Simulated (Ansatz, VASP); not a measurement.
## Ta: VASP beside Ansatz

Contents of POSCAR:

```
Ta
1.0
   -1.6402597640      1.6402597640      1.6402597640
    1.6402597640     -1.6402597640      1.6402597640
    1.6402597640      1.6402597640     -1.6402597640
Ta
1
Direct
    0.0000000000      0.0000000000      0.0000000000
```

Contents of INCAR.step1:

```
PREC     = Accurate       # precision mode
ENCUT    = 520            # plane-wave cutoff, eV
ISMEAR   = 0              # smearing method
SIGMA    = 0.1            # smearing width, eV
LREAL    = F              # projectors in reciprocal space
LASPH    = T              # aspherical terms in the spheres
NELM     = 100            # most SCF steps
NBANDS   = 12             # bands
GGA      = PE             # functional
ALGO     = Normal         # electronic algorithm
EDIFF    = 1E-4           # SCF threshold, eV
LWAVE    = T              # write WAVECAR
LCHARG   = F              # write CHGCAR
```

File INCAR.step2:

```
PREC     = Accurate       # precision mode
ENCUT    = 520            # plane-wave cutoff, eV
EDIFF    = 1E-7           # SCF threshold, eV
ISMEAR   = 0              # smearing method
SIGMA    = 0.1            # smearing width, eV
LREAL    = F              # projectors in reciprocal space
LASPH    = T              # aspherical terms in the spheres
NELM     = 100            # most SCF steps
ALGO     = Normal         # electronic algorithm
ISIF     = 2              # what is computed and relaxed
LWAVE    = F              # write WAVECAR
LCHARG   = F              # write CHGCAR
METAGGA  = R2SCAN         # meta-GGA
LMIXTAU  = T            
NBANDS   = 12             # bands
ISTART   = 1
```

Contents of KPOINTS:

```
regular mesh
0
Gamma
  18 18 18
```

Input for Ansatz:

```yaml
crystal:
  lattice:
    - [-1.640259764, 1.640259764, 1.640259764]
    - [1.640259764, -1.640259764, 1.640259764]
    - [1.640259764, 1.640259764, -1.640259764]
  atoms:
    - { symbol: Ta, position: [0.0, 0.0, 0.0] }
basis:
  ecutwfc: 500
kpoints:
  mp_grid: { grid: [18, 18, 18] }
  band_path:
    path:
      - [0.0, 0.0, 0.0]
      - [0.5, -0.5, 0.5]
      - [0.0, 0.0, 0.5]
      - [0.25, 0.25, 0.25]
    npoints: 1
hamiltonian:
  xc: r2scan
scf:
  occupations: { method: gaussian, width: 0.1 }
  n_extra_bands: 4
output:
  forces: true
  stress: true
  eigenvalues: true
```

Alike in both runs: task single point; functional r2SCAN; k mesh 18 × 18 × 18; occupations gaussian, width 0.1 eV; no spin polarisation.

|  | VASP | Ansatz |
| --- | --- | --- |
| version | VASP 6.6.1 | Ansatz 0.2.0 |
| potentials or method | VASP PAW PBE potentials, release 64 (Ta_pv), cutoff 520 eV | scalar-relativistic, plane waves, PAW |
| valence electrons in the cell | 11 | 13 |

VASP gave:

* gap on the k mesh at the Fermi level (eV): none
* pressure (GPa): 5.3

**Question.** What did Ansatz give for the same quantities?

**Answer.** gap on the k mesh at the Fermi level (eV): none; pressure (GPa): 4.6.

VASP's potentials were made for PBE, not for r2SCAN. A gap of «none» marks a metal or a gap that the smearing closes. VASP's potentials hold 11 valence electrons a cell and Ansatz's 13, so a difference there can come from the potentials and not from the codes.

Spin-orbit coupling is off throughout.
